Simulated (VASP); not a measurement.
# MgS (F-43m) in VASP: G0W0 quasiparticle levels with LDA

Aim: the G0W0 quasiparticle levels of MgS with LDA.

All numbers are computed with VASP 6.6.1; they aren't measurements. Logs are shortened: lines on timing, memory, paths and dates and some standing lists are left out, and cuts for length are marked.

## (1) The cell of the first run

Symmetry: F-43m, No. 216, cubic system. The conventional cell has a = 5.662 Å, b = 5.662 Å, c = 5.662 Å, α = 90.00°, β = 90.00°, γ = 90.00°. Mg (site symmetry -43m) has 4 S at 2.45 Å within 3.2 Å. Within 3.2 Å of S (site symmetry -43m) lie 4 Mg at 2.45 Å.

## (2) G0W0 quasiparticle levels, LDA

Input file POSCAR:

```
MgS
1.0
    0.0000000000      2.8308747668      2.8308747668
    2.8308747668      0.0000000000      2.8308747668
    2.8308747668      2.8308747668      0.0000000000
Mg S
1 1
Direct
    0.0000000000      0.0000000000      0.0000000000
    0.7500000000      0.7500000000      0.7500000000
```

Input file INCAR.step1:

```
SYSTEM = MgS
PREC = Accurate
ENCUT = 500
EDIFF = 1E-8
ISMEAR = 0
SIGMA = 0.01
LREAL = .False.
LASPH = .True.
NELM = 100
ALGO = Normal
LWAVE = .True.
LCHARG = .False.
```

Input file INCAR.step2:

```
SYSTEM = MgS
PREC = Accurate
ENCUT = 500
EDIFF = 1E-8
ISMEAR = 0
SIGMA = 0.01
LREAL = .False.
LASPH = .True.
NELM = 1
ALGO = Exact
LWAVE = .True.
LCHARG = .False.
NBANDS = 34
LOPTICS = .True.
ISTART = 1
```

Input file INCAR.step3:

```
SYSTEM = MgS
PREC = Accurate
ENCUT = 500
EDIFF = 1E-8
ISMEAR = 0
SIGMA = 0.01
LREAL = .False.
LASPH = .True.
ALGO = EVGW0
LWAVE = .False.
LCHARG = .False.
NELMGW = 1
NBANDS = 34
ENCUTGW = 60
NOMEGA = 48
PRECFOCK = Fast
ISTART = 1
NBANDSGW = 12
```

Input file KPOINTS:

```
regular mesh
0
Gamma
  4 4 4
  0 0 0
```

Potentials or basis: VASP PAW LDA potentials, release 64 (Mg_GW, S_GW).

Started as:

```
> cat potpaw_LDA.64/Mg_GW/POTCAR potpaw_LDA.64/S_GW/POTCAR > POTCAR
> cp INCAR.step1 INCAR
> mpirun -np 1 vasp_std > vasp.out
> cp INCAR.step2 INCAR
> mpirun -np 1 vasp_std > vasp.out
> cp INCAR.step3 INCAR
> mpirun -np 1 vasp_std > vasp.out
```

OUTCAR:

```text
SYSTEM = MgS
   PREC = Accurate
   ENCUT = 500
   EDIFF = 1E-8
   ISMEAR = 0
   LREAL = .False.
   LASPH = .True.
   NELMGW = 1
   ENCUTGW = 60
   PRECFOCK = Fast
   ISTART = 1

 ion  position               nearest neighbor table
   1  0.000  0.000  0.000-   2 2.45   2 2.45   2 2.45   2 2.45
   2  0.750  0.750  0.750-   1 2.45   1 2.45   1 2.45   1 2.45

  LATTYP: Found a face centered cubic cell.
 ALAT       =     5.6617495336

  Lattice vectors:

 A1 = (   0.0000000000,   2.8308747668,   2.8308747668)
 A2 = (   2.8308747668,   0.0000000000,   2.8308747668)
 A3 = (   2.8308747668,   2.8308747668,   0.0000000000)

Analysis of symmetry for initial positions (statically):
=====================================================================
 Subroutine PRICEL returns:
 Original cell was already a primitive cell.

 Routine SETGRP: Setting up the symmetry group for a
 face centered cubic supercell.

 Subroutine GETGRP returns: Found 24 space group operations
 (whereof 24 operations were pure point group operations)
 out of a pool of 48 trial point group operations.

The static configuration has the point symmetry T_d .

Analysis of symmetry for dynamics (positions and initial velocities):
=====================================================================
 Subroutine PRICEL returns:
 Original cell was already a primitive cell.

 Routine SETGRP: Setting up the symmetry group for a
 face centered cubic supercell.

 Subroutine GETGRP returns: Found 24 space group operations
 (whereof 24 operations were pure point group operations)
 out of a pool of 48 trial point group operations.

The dynamic configuration has the point symmetry T_d .

 Subroutine INISYM returns: Found 24 space group operations
 (whereof 24 operations are pure point group operations),
 and found     1 'primitive' translations

----------------------------------------------------------------------------------------

                                     Primitive cell

  volume of cell :      45.3724

  direct lattice vectors                    reciprocal lattice vectors
     0.000000000  2.830874767  2.830874767    -0.176623850  0.176623850  0.176623850
     2.830874767  0.000000000  2.830874767     0.176623850 -0.176623850  0.176623850
     2.830874767  2.830874767  0.000000000     0.176623850  0.176623850 -0.176623850

  length of vectors
     4.003461489  4.003461489  4.003461489     0.305921482  0.305921482  0.305921482

  position of ions in fractional coordinates (direct lattice)
     0.000000000  0.000000000  0.000000000
     0.750000000  0.750000000  0.750000000

  ion indices of the primitive-cell ions
   primitive index   ion index
                 1           1
                 2           2

----------------------------------------------------------------------------------------

 KPOINTS: regular mesh

Automatic generation of k-mesh.
 Grid dimensions read from file:
 generate k-points for:    4    4    4

 Generating k-lattice:

  Cartesian coordinates                     Fractional coordinates (reciprocal lattice)
    -0.044155962  0.044155962  0.044155962     0.250000000  0.000000000  0.000000000
     0.044155962 -0.044155962  0.044155962     0.000000000  0.250000000  0.000000000
     0.044155962  0.044155962 -0.044155962     0.000000000  0.000000000  0.250000000

  Length of vectors
     0.076480370  0.076480370  0.076480370

  Shift w.r.t. Gamma in fractional coordinates (k-lattice)
     0.000000000  0.000000000  0.000000000

 Subroutine IBZKPT returns following result:
 ===========================================

 Found      8 irreducible k-points:

 Following reciprocal coordinates:
            Coordinates               Weight
  0.000000  0.000000  0.000000      1.000000
  0.250000  0.000000  0.000000      8.000000
  0.500000  0.000000  0.000000      4.000000
  0.250000  0.250000  0.000000      6.000000
  0.500000  0.250000  0.000000     24.000000
 -0.250000  0.250000  0.000000     12.000000
  0.500000  0.500000  0.000000      3.000000
 -0.250000  0.500000  0.250000      6.000000
   k-points           NKPTS =      8   k-points in BZ     NKDIM =     64   number of bands    NBANDS=     34
   number of dos      NEDOS =    301   number of ions     NIONS =      2
   total plane-waves  NPLWV =  27000
   dimension x,y,z NGX =    30 NGY =   30 NGZ =   30
   dimension x,y,z NGXF=    60 NGYF=   60 NGZF=   60
   ions per type =               1   1
   NGX,Y,Z   is equivalent  to a cutoff of  12.46, 12.46, 12.46 a.u.
   NGXF,Y,Z  is equivalent  to a cutoff of  24.92, 24.92, 24.92 a.u.
 SYSTEM =  MgS
   PREC   = accura    normal or accurate (medium, high low for compatibility)
   ISTART =      1    job   : 0-new  1-cont  2-samecut
   ICHARG =      0    charge: 1-file 2-atom 10-const
   ISPIN  =      1    spin polarized calculation?
   LNONCOLLINEAR =      F non collinear calculations
   LSORBIT =      F    spin-orbit coupling
   LASPH  =      T    aspherical Exc in radial PAW
   ENCUT  =  500.0 eV  36.75 Ry    6.06 a.u.   7.30  7.30  7.30*2*pi/ulx,y,z
   NELM   =     60;   NELMIN=  2; NELMDL=  0     # of ELM steps
   EDIFF  = 0.1E-07   stopping-criterion for ELM
   LREAL  =      F    real-space projection
   EDIFFG = 0.1E-06   stopping-criterion for IOM
   NSW    =      0    number of steps for IOM
   IBRION =     -1    ionic relax: 0-MD 1-quasi-New 2-CG
   NFREE  =      0    steps in history (QN), initial steepest desc. (CG)
   ISIF   =      0    stress and relaxation
   ISYM   =      3    0-nonsym 1-usesym 2-fastsym
   POTIM  = 0.5000    time-step for ionic-motion
   TEBEG  =    0.0;   TEEND  =   0.0 temperature during run
   PSTRESS=    0.0 pullay stress
   NELECT =       8.0000    total number of electrons
   NUPDOWN=      -1.0000    fix difference up-down
   EMIN   =  10.00;   EMAX   =-10.00  energy-range for DOS
   EFERMI =   0.00;   METHOD = LEGACY
   ISMEAR =     0;   SIGMA  =   0.01  broadening in eV -4-tet -1-fermi 0-gaus
   EFERMI_NEDOS =   21; number of points for ismear=-14 and -15
   IALGO  =     38    algorithm
   IMIX   =      4    mixing-type and parameters
     AMIX     =   0.40;   BMIX     =  1.00
     AMIX_MAG =   1.60;   BMIX_MAG =  1.00
  volume/ion in A,a.u.               =      22.69       153.09
  Fermi-wavevector in a.u.,A,eV,Ry     =   0.917996  1.734761 11.465859  0.842717
  Thomas-Fermi vector in A             =   2.043028
   LORBIT       =      0    0 simple, 1 ext, 2 COOP (PROOUT), +10 PAW based schemes
   GGA     = CA    functional components
   LHFCALC =     T    Hartree Fock is set to
   PRECFOCK=fast      Normal, Fast or Accurate (Low or Medium for compatibility)
   ENCUT4O =  -1.0   cutoff for four orbital integrals eV
   NKREDX  =     1    reduce k-point grid by
   NKREDY  =     1    reduce k-point grid by
   NKREDZ  =     1    reduce k-point grid by
   AEXX    =    1.0000 exact exchange contribution
   HFSCREEN=    0.0000 screening length (either q_TF or 0.3 A-1)
   HFSCREENC=   0.0000 screening length for correlation (either q_TF or 0.3 A-1)
   ENCUTFOCK=  -1.0 apply spherical cutoff to Coloumb kernel
   IVDW    =     0    specifies the selected vdW correction
   LEPSILON=     F    determine dielectric tensor
   LRPA    =     F    only Hartree local field effects (RPA)
   LRPAFORCE           =     F    calculate RPA forces
   ENCUTGW             =  60.0    cutoff for response function in eV
   ENCUTGWSOFT         =  48.0    soft cutoff for Coulomb kernel in GW response function in eV
   ENCUTLF             =  -1.0    cutoff for local field effects
   NELMGW              =     1    number of iterations in solving QP/BSE equation
   NELMHF              =     1    number of iterations in the inner HF iteration
   NKREDLFX            =     1    NKREDLFY  =   1   NKREDLFZ  =   1
 non-spin polarized calculation
 Gauss-broadening in eV      SIGMA  =   0.01
  energy-cutoff  :      500.00
  volume of cell :       45.37
 maximum number of plane-waves:      1174
 NGX is ok and might be reduce to    30
  NGX = 18; NGY = 18; NGZ = 18
   NGX = 15   NGY = 15   NGZ = 15
 maximum number of plane-waves:        59
 NGX is ok and might be reduce to    14

 QP shifts <psi_nk| G(iteration)W_0 |psi_nk>: iteration 1
 for sc-GW calculations column KS-energies equals QP-energies in previous step
 and V_xc(KS)=  KS-energies - (<T + V_ion + V_H > + <T+V_H+V_ion>^1  + <V_x>^1)

 k-point   1 :       0.0000    0.0000    0.0000
  band No.  KS-energies  QP-energies   sigma(KS)   V_xc(KS)     V^pw_x(r,r')   Z            occupation Imag(sigma)

      1     -10.3365     -10.6978     -13.3582     -12.8439     -20.8188       0.7026       2.0000       1.3962
      2       0.9031       0.3767     -13.6889     -13.0017     -16.1008       0.7661       2.0000       0.0812
      3       0.9031       0.3767     -13.6889     -13.0017     -16.1008       0.7661       2.0000       0.0812
      4       0.9031       0.3767     -13.6889     -13.0017     -16.1008       0.7661       2.0000       0.0812
      5       4.0908       5.0826      -7.5584      -8.8022      -4.4455       0.7973       0.0000      -0.0722
      6       8.6286      10.0008      -7.3784      -9.1328      -3.7995       0.7822       0.0000      -0.0969
      7       8.6286      10.0008      -7.3784      -9.1328      -3.7995       0.7822       0.0000      -0.0969
      8       8.6286      10.0008      -7.3784      -9.1328      -3.7995       0.7822       0.0000      -0.0969
      9      11.5607      13.0408      -7.7982      -9.7265      -3.8863       0.7676       0.0000      -0.1580
     10      11.5607      13.0408      -7.7982      -9.7265      -3.8863       0.7676       0.0000      -0.1580
     11      14.2454      15.1291      -6.0720      -7.2416      -1.4470       0.7557       0.0000      -0.3704
     12      14.5491      15.3907      -6.2807      -7.3656      -1.5822       0.7758       0.0000      -0.6366

 k-point   2 :       0.2500    0.0000    0.0000
  band No.  KS-energies  QP-energies   sigma(KS)   V_xc(KS)     V^pw_x(r,r')   Z            occupation Imag(sigma)
[... 97 lines left out ...]
      1      -9.3968      -9.6103     -14.0030     -13.6881     -21.3321       0.6778       2.0000       1.0973
      2      -1.4607      -2.1933     -12.2288     -11.2380     -15.0633       0.7394       2.0000       0.1211
      3      -0.9853      -1.7527     -12.3959     -11.3711     -15.0944       0.7489       2.0000       0.1076
      4      -0.4709      -1.1635     -12.4459     -11.5265     -14.9595       0.7532       2.0000       0.0941
      5       6.2344       7.2102      -7.4088      -8.6462      -4.2019       0.7886       0.0000      -0.0824
      6       8.6121      10.1476      -8.4699     -10.4646      -4.8437       0.7698       0.0000      -0.1059
      7       8.8684      10.0811      -7.6080      -9.1560      -4.1169       0.7834       0.0000      -0.0993
      8       9.1959      10.3400      -7.0093      -8.4936      -3.0886       0.7708       0.0000      -0.1267
      9      13.2142      14.4185      -7.7481      -9.4049      -2.8658       0.7269       0.0000      -0.3702
     10      14.4108      15.4933      -7.6706      -9.1255      -2.8884       0.7441       0.0000      -0.4565
     11      14.4999      16.3010      -9.0034     -11.4212      -4.5076       0.7449       0.0000      -0.3557
     12      15.7446      17.3802      -8.4969     -10.6195      -3.7828       0.7706       0.0000      -0.5400
```

Run time: 1.7 min. Hardware: 1 thread of Intel Xeon Platinum 8259CL at 2.50GHz (Skylake/Cascade Lake), shared host; peak memory 0.43 GiB.

Results:

```yaml
Band_gap_on_the_k_mesh_mean-field_level: 3.19 eV, direct
Quasiparticle_gap: 4.71 eV
Least_direct_quasiparticle_gap: 4.71 eV
```

Levels at points of the mesh, in eV from the valence-band top:
```csv
k point,band 1,band 2,band 3,band 4,band 5,band 6,band 7,band 8
"(0.00, 0.00, 0.00)",-11.24,0.00,0.00,0.00,3.19,7.73,7.73,7.73
"(0.50, 0.00, 0.00)",-10.54,-3.22,-0.33,-0.33,4.85,7.43,7.43,8.36
"(0.50, 0.50, 0.00)",-10.31,-2.89,-1.06,-1.06,3.65,5.41,10.88,11.99
```

Caveat: the k points lie up to 0.48 Å⁻¹ apart; bands, screening cutoff and mesh are small and nothing is extrapolated, so the quasiparticle values aren't converged.
